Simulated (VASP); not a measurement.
# CaS (Fm-3m) in VASP: electric field gradients with PBEsol

Aim: the electric field gradients of CaS with PBEsol.

Everything below comes from runs of VASP 6.6.1. Logs are shortened: lines on timing, memory, paths and dates and some standing lists are left out, and cuts for length are marked.

### 1 The cell of the first run

Symmetry: Fm-3m, No. 225, cubic system. Conventional cell: a = 5.705 Å, b = 5.705 Å, c = 5.705 Å, α = 90.00°, β = 90.00°, γ = 90.00°. Ca (site symmetry m-3m) has 6 S at 2.85 Å within 3.8 Å. S (site symmetry m-3m) has 6 Ca at 2.85 Å within 3.8 Å.

### 2 Electric field gradients, PBEsol, collinear spin, zero start

The input, INCAR:

```
PREC = Accurate ; ENCUT = 400
EDIFF = 1E-8 ; ISMEAR = 0
SIGMA = 0.1 ; LREAL = F
LASPH = T ; NELM = 200
ALGO = Normal ; ISIF = 2
LWAVE = F ; LCHARG = F
ISPIN = 2 ; MAGMOM = 0 0
LORBIT = 11 ; GGA = PS
LEFG = T ; NBANDS = 19
GGA_COMPAT = F
```

The input, KPOINTS:

```
Automatic mesh
0
Gamma
  4 4 4
```

The input, POSCAR:

```
CaS
1.0
    0.0000000000      2.8523742917      2.8523742917
    2.8523742917      0.0000000000      2.8523742917
    2.8523742917      2.8523742917      0.0000000000
Ca S
1 1
Direct
    0.0000000000      0.0000000000      0.0000000000
    0.5000000000      0.5000000000      0.5000000000
```

Potentials or basis: VASP PAW PBE potentials, release 64 (Ca_sv, S).

The run is started by

```
cat potpaw_PBE.64/Ca_sv/POTCAR potpaw_PBE.64/S/POTCAR > POTCAR
mpirun -np 1 vasp_std > vasp.out
```

OUTCAR:

```text
PREC = Accurate
   ENCUT = 400
   EDIFF = 1E-8
   ISMEAR = 0
   LREAL = F
   LASPH = T
   NELM = 200
   ISIF = 2
   ISPIN = 2
   LORBIT = 11
   GGA = PS

 ion  position               nearest neighbor table
   1  0.000  0.000  0.000-   2 2.85   2 2.85   2 2.85   2 2.85   2 2.85   2 2.85
   2  0.500  0.500  0.500-   1 2.85   1 2.85   1 2.85   1 2.85   1 2.85   1 2.85

  LATTYP: Found a face centered cubic cell.
 ALAT       =     5.7047485834

  Lattice vectors:

 A1 = (   0.0000000000,   2.8523742917,   2.8523742917)
 A2 = (   2.8523742917,   0.0000000000,   2.8523742917)
 A3 = (   2.8523742917,   2.8523742917,   0.0000000000)

Analysis of symmetry for initial positions (statically):
=====================================================================
 Subroutine PRICEL returns:
 Original cell was already a primitive cell.

 Routine SETGRP: Setting up the symmetry group for a
 face centered cubic supercell.

 Subroutine GETGRP returns: Found 48 space group operations
 (whereof 48 operations were pure point group operations)
 out of a pool of 48 trial point group operations.

The static configuration has the point symmetry O_h .

Analysis of symmetry for dynamics (positions and initial velocities):
=====================================================================
 Subroutine PRICEL returns:
 Original cell was already a primitive cell.

 Routine SETGRP: Setting up the symmetry group for a
 face centered cubic supercell.

 Subroutine GETGRP returns: Found 48 space group operations
 (whereof 48 operations were pure point group operations)
 out of a pool of 48 trial point group operations.

The dynamic configuration has the point symmetry O_h .

Analysis of structural, dynamic, and magnetic symmetry:
=====================================================================
 Subroutine PRICEL returns:
 Original cell was already a primitive cell.

 Routine SETGRP: Setting up the symmetry group for a
 face centered cubic supercell.

 Subroutine GETGRP returns: Found 48 space group operations
 (whereof 48 operations were pure point group operations)
 out of a pool of 48 trial point group operations.

The overall configuration has the point symmetry O_h .

 Subroutine INISYM returns: Found 48 space group operations
 (whereof 48 operations are pure point group operations),
 and found     1 'primitive' translations

----------------------------------------------------------------------------------------

                                     Primitive cell

  volume of cell :      46.4141

  direct lattice vectors                    reciprocal lattice vectors
     0.000000000  2.852374292  2.852374292    -0.175292563  0.175292563  0.175292563
     2.852374292  0.000000000  2.852374292     0.175292563 -0.175292563  0.175292563
     2.852374292  2.852374292  0.000000000     0.175292563  0.175292563 -0.175292563

  length of vectors
     4.033866408  4.033866408  4.033866408     0.303615625  0.303615625  0.303615625

  position of ions in fractional coordinates (direct lattice)
     0.000000000  0.000000000  0.000000000
     0.500000000  0.500000000  0.500000000

  ion indices of the primitive-cell ions
   primitive index   ion index
                 1           1
                 2           2

----------------------------------------------------------------------------------------

 KPOINTS: Automatic mesh

Automatic generation of k-mesh.
 Grid dimensions read from file:
 generate k-points for:    4    4    4

 Generating k-lattice:

  Cartesian coordinates                     Fractional coordinates (reciprocal lattice)
    -0.043823141  0.043823141  0.043823141     0.250000000  0.000000000  0.000000000
[... 46 lines left out ...]
   IBRION =     -1    ionic relax: 0-MD 1-quasi-New 2-CG
   NFREE  =      0    steps in history (QN), initial steepest desc. (CG)
   ISIF   =      2    stress and relaxation
   ISYM   =      2    0-nonsym 1-usesym 2-fastsym
   POTIM  = 0.5000    time-step for ionic-motion
   TEBEG  =    0.0;   TEEND  =   0.0 temperature during run
   PSTRESS=    0.0 pullay stress
   NELECT =      16.0000    total number of electrons
   NUPDOWN=      -1.0000    fix difference up-down
   EMIN   =  10.00;   EMAX   =-10.00  energy-range for DOS
   EFERMI =   0.00;   METHOD = LEGACY
   ISMEAR =     0;   SIGMA  =   0.10  broadening in eV -4-tet -1-fermi 0-gaus
   EFERMI_NEDOS =   21; number of points for ismear=-14 and -15
   IALGO  =     38    algorithm
   IMIX   =      4    mixing-type and parameters
     AMIX     =   0.40;   BMIX     =  1.00
     AMIX_MAG =   1.60;   BMIX_MAG =  1.00
  volume/ion in A,a.u.               =      23.21       156.61
  Fermi-wavevector in a.u.,A,eV,Ry     =   1.147885  2.169188 17.927575  1.317640
  Thomas-Fermi vector in A             =   2.284563
   LORBIT       =     11    0 simple, 1 ext, 2 COOP (PROOUT), +10 PAW based schemes
   GGA     = PS    functional components
   LHFCALC =     F    Hartree Fock is set to
   AEXX    =    0.0000 exact exchange contribution
   IVDW    =     0    specifies the selected vdW correction
   LEPSILON=     F    determine dielectric tensor
   LRPA    =     F    only Hartree local field effects (RPA)
 spin polarized calculation
 Gauss-broadening in eV      SIGMA  =   0.10
  energy-cutoff  :      400.00
  volume of cell :       46.41
 maximum number of plane-waves:       869
 NGX is ok and might be reduce to    28
   NGX = 13   NGY = 13   NGZ = 13

 number of electron      15.9999997 magnetization       0.0000000

 number of electron      15.9999997 magnetization      -0.0000000

 Free energy of the ion-electron system (eV)
  ---------------------------------------------------
  ext. energy  EPLUGINS =         0.00000000
  ---------------------------------------------------
  free energy    TOTEN  =       -10.89347277 eV

  energy without entropy =      -10.89347277  energy(sigma->0) =      -10.89347277

 E-fermi :   3.0849     XC(G=0):  -9.4806

 val. band max:        2.6238883999   @ k =   0.0000   0.0000   0.0000
 cond. band min:       4.8595599802   @ k =   0.5000   0.5000   0.0000
 fundamental gap:      2.2356715803
 Fermi energy:         3.0849425182

 spin component 1

 k-point     1 :       0.0000    0.0000    0.0000
  band No.  band energies     occupation
      1     -36.4040      1.00000
      2     -17.4643      1.00000
      3     -17.4643      1.00000
      4     -17.4643      1.00000
      5      -8.6887      1.00000
      6       2.6239      1.00000
[... 152 lines left out ...]
      5      -7.9379      1.00000
      6       0.8076      1.00000
[... 11 lines left out ...]
     18      16.9485      0.00000
     19      17.1418      0.00000
 Fermi energy:         3.0849425182

 spin component 2

 k-point     1 :       0.0000    0.0000    0.0000
  band No.  band energies     occupation
      1     -36.4040      1.00000
      2     -17.4643      1.00000
      3     -17.4643      1.00000
      4     -17.4643      1.00000
      5      -8.6887      1.00000
      6       2.6239      1.00000
[... 153 lines left out ...]
      6       0.8076      1.00000
[... 11 lines left out ...]
     18      16.9485      0.00000
     19      17.1418      0.00000

------------------------ aborting loop because EDIFF is reached ----------------------------------------

  FORCE on cell =-STRESS in cart. coord.  units (eV):
  Direction    XX          YY          ZZ          XY          YZ          ZX
  --------------------------------------------------------------------------------------
  -------------------------------------------------------------------------------------
  Total       -0.5396790     -0.5396790     -0.5396790      0.0000000      0.0000000     -0.0000000
  in kB      -18.6293023    -18.6293023    -18.6293023      0.0000000      0.0000000     -0.0000000
  external PRESSURE =     -18.6293023 kB  Pullay stress =       0.0000000 kB

 VOLUME and BASIS-vectors are now :
 -----------------------------------------------------------------------------
  energy-cutoff  :      400.00
  volume of cell :       46.41
      direct lattice vectors                 reciprocal lattice vectors
     0.000000000  2.852374292  2.852374292    -0.175292563  0.175292563  0.175292563
     2.852374292  0.000000000  2.852374292     0.175292563 -0.175292563  0.175292563
     2.852374292  2.852374292  0.000000000     0.175292563  0.175292563 -0.175292563

 POSITION                                       TOTAL-FORCE (eV/Angst)
 -----------------------------------------------------------------------------------
      0.00000      0.00000      0.00000        -0.000000     -0.000000     -0.000000
      2.85237      2.85237      2.85237         0.000000      0.000000      0.000000
 -----------------------------------------------------------------------------------
    total drift:                                0.000000      0.000000      0.000000

  FREE ENERGIE OF THE ION-ELECTRON SYSTEM (eV)
  ---------------------------------------------------
  free  energy   TOTEN  =       -10.8934727692 eV

  energy  without entropy=      -10.8934727692  energy(sigma->0) =      -10.89347277

 Electric field gradients (V/A^2)
---------------------------------------------------------------------
 ion       V_xx      V_yy      V_zz      V_xy      V_xz      V_yz
---------------------------------------------------------------------
   1      -0.000     0.000    -0.000    -0.001    -0.001    -0.001
   2      -0.000    -0.000     0.000     0.001     0.001     0.001
---------------------------------------------------------------------

 Electric field gradients after diagonalization (V/A^2)
 (convention: |V_zz| > |V_xx| > |V_yy|)
----------------------------------------------------------------------
 ion       V_xx      V_yy      V_zz     asymmetry (V_yy - V_xx)/ V_zz
----------------------------------------------------------------------
   1       0.001     0.001    -0.001       0.000
   2      -0.001    -0.001     0.001       0.000
----------------------------------------------------------------------

           NMR quadrupolar parameters

 Cq : quadrupolar parameter    Cq=e*Q*V_zz/h
 eta: asymmetry parameters     (V_yy - V_xx)/ V_zz
 Q  : nuclear electric quadrupole moment in mb (millibarn)
----------------------------------------------------------------------
 ion       Cq(MHz)       eta       Q (mb)
----------------------------------------------------------------------
   1      -0.000       0.000       1.000
   2       0.000       0.000       1.000
----------------------------------------------------------------------

 total charge

# of ion       s       p       d       tot
------------------------------------------
    1        2.032   5.854   0.242   8.128
    2        1.308   2.447   0.000   3.755
--------------------------------------------------
tot          3.340   8.301   0.242  11.883

 magnetization (x)

# of ion       s       p       d       tot
------------------------------------------
    1       -0.000  -0.000  -0.000  -0.000
    2       -0.000  -0.000   0.000  -0.000
--------------------------------------------------
tot         -0.000  -0.000  -0.000  -0.000
```

Run time: 46 s. Hardware: 1 thread of Intel Xeon 8259CL, shared host; peak memory 0.17 GiB.

What came out:

* Free energy: -10.8935 eV
* Pressure: -1.9 GPa
* Band gap on the k mesh: 2.24 eV (least direct gap 3.06 eV)
* Net moment: 0.00 μB per cell
* Largest electric field gradient by atom: under 0.05 V/Å² on every atom
* Valence electrons inside the program's atomic spheres: Ca 8.13; S 3.75

Caveat: the k points lie up to 0.48 Å⁻¹ apart; the PAW data sets were made with another functional, which shifts forces and pressure a little. A k mesh can miss the band edges.
